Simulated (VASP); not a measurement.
Wanted: the native input for a VASP 6.6.1 run.

```
Task                   : relaxation of cell and atoms
Functional             : PBE
Potentials or basis    : VASP PAW PBE potentials, release 64 (Cr_pv, B, P)
Cutoff                 : 600 eV
k mesh                 : 4 × 4 × 4
Occupations            : gaussian, width 0.1 eV
Spin                   : no spin polarisation
Dipole correction      : no
Further INCAR settings : ALGO = Normal; EDIFF = 1e-07; IBRION = 2; EDIFFG = -0.04; NSW = 90; ISIF = 3
```

The structure of Cr3BP lies in POSCAR:

```
Cr3BP
1.0
    3.8215214185      0.0000000000      0.0000000000
    0.0000000000      3.8215214185      0.0000000000
    0.0000000000      0.0000000000      3.8215214185
Cr B P
3 1 1
Direct
    0.0000000000      0.5000000000      0.5000000000
    0.5000000000      0.0000000000      0.5000000000
    0.5000000000      0.5000000000      0.0000000000
    0.0000000000      0.0000000000      0.0000000000
    0.5000000000      0.5000000000      0.5000000000
```

The input as run:

INCAR

```
ALGO     = Normal         # electronic algorithm
EDIFF    = 1E-7           # SCF threshold, eV
EDIFFG   = -0.04          # ionic threshold
ENCUT    = 600            # plane-wave cutoff, eV
GGA      = PE             # functional
IBRION   = 2              # ionic algorithm
ISIF     = 3              # what is computed and relaxed
ISMEAR   = 0              # smearing method
LASPH    = T              # aspherical terms in the spheres
LCHARG   = F              # write CHGCAR
LREAL    = F              # projectors in reciprocal space
LWAVE    = F              # write WAVECAR
NELM     = 80             # most SCF steps
NSW      = 90             # ionic steps
PREC     = Accurate       # precision mode
SIGMA    = 0.1            # smearing width, eV
```

KPOINTS

```
k-points
0
Gamma
  4 4 4
```

Potentials or basis: VASP PAW PBE potentials, release 64 (Cr_pv, B, P).

Launch:

```bash
$ cat potpaw_PBE.64/Cr_pv/POTCAR potpaw_PBE.64/B/POTCAR potpaw_PBE.64/P/POTCAR > POTCAR
$ mpirun -np 1 vasp_std > vasp.out
```

Results of the run:

```yaml
Relaxed_volume: 13.82 Å³/atom
Relaxed_cell: a = 4.104 Å, b = 4.104 Å, c = 4.104 Å, α = 90.00°, β = 90.00°, γ = 90.00°
Space_group_after_relaxing_to_0.05_Å: Pm-3m (No. 221)
Energy_gained_by_relaxing: 341.4 meV/atom
Ionic_steps: 4
Pressure_after_relaxing: -0.3 GPa
Band_gap_on_the_k_mesh: zero (band 22 reaches 7.59 eV, above the bottom of band 23 at 6.77 eV)
```

Caveat: the k points lie up to 0.38 Å⁻¹ apart in the final cell; the volume moved by over 15 % at a fixed basis, so the end points are rough.

Wall time 72 s on 1 thread of Intel(R) Xeon(R) Platinum 8375C CPU @ 2.90GHz (Ice Lake) (shared host), peak memory 0.19 GiB.
